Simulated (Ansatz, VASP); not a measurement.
One calculation of AlN, two programs

```
Al N
1.0
     0.00000    2.18866    2.18866
     2.18866    0.00000    2.18866
     2.18866    2.18866    0.00000
Al N
1 1
Direct
  0.99324 0.01127 0.00676
  0.76302 0.72830 0.73698
```

Change from the starting cell: mode 4 frozen in at -0.076 Å and mode 5 at -0.019 Å (largest displacements).

Alike in both runs: task single point; functional PBEsol; k mesh 10 × 10 × 10; occupations gaussian, width 0.05 eV; no spin polarisation.

```csv
,VASP,Ansatz
version,VASP 6.6.1,Ansatz 0.2.0
potentials or method,"VASP PAW PBE potentials, release 64 (Al, N), cutoff 520 eV","scalar-relativistic, plane waves, PAW"
valence electrons in the cell,8,8
```

```csv
,VASP,Ansatz,Ansatz less VASP
gap on the k mesh at the Fermi level (eV),2.88,2.88,+0.007
least direct gap on the mesh (eV),3.75,3.74,-0.016
pressure (GPa),1.8,1.7,-0.04
"traceless stress, the component that is largest in VASP (GPa)",-8.16,-8.03,+0.129
rms of the force components (eV/Å),0.992,0.984,-0.0078
```

VASP's potentials were made for PBE, not for PBEsol, and Ansatz warns of the same on its side. Atom by atom the forces differ by 0.008 eV/Å (rms over components). The functional is the same, so the differences come from potentials, cutoffs and numerics.
